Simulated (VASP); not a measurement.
RbP2, 3 atoms in the cell. It takes space group Fm-3m (No. 225, cubic). Conventional cell: a = 7.157 Å, b = 7.157 Å, c = 7.157 Å, α = 90.00°, β = 90.00°, γ = 90.00°. Within 4.1 Å of Rb (site symmetry m-3m) lie 8 P at 3.10 Å. Within 4.1 Å of P (site symmetry -43m) lie 4 Rb at 3.10 Å and 6 P at 3.58 Å. 

- Program: VASP 6.6.1
- Task: single point
- Functional: PBE
- Potentials or basis: VASP PAW PBE potentials, release 64 (Rb_sv, P)
- Cutoff: 520 eV
- k mesh: 12 × 12 × 12
- Occupations: gaussian, width 0.1 eV
- Spin: no spin polarisation
- Dipole correction: no
- Further INCAR settings: ALGO = Normal; EDIFF = 1e-06; NBANDS = 16

Potentials or basis: VASP PAW PBE potentials, release 64 (Rb_sv, P).

Run with:

```sh
$ cat potpaw_PBE.64/Rb_sv/POTCAR potpaw_PBE.64/P/POTCAR > POTCAR
$ mpirun -np 1 vasp_std > vasp.out
```

Hardware: 1 thread of Intel(R) Xeon(R) Platinum 8488C (Sapphire Rapids), on a shared host.

**Question.** Estimate the wall time of this run.

**Answer.** It took 2.2 min on 1 thread of Intel(R) Xeon(R) Platinum 8488C (Sapphire Rapids), with other jobs on the host, peak memory 0.29 GiB. Counts: scf iterations 13, k points 72.
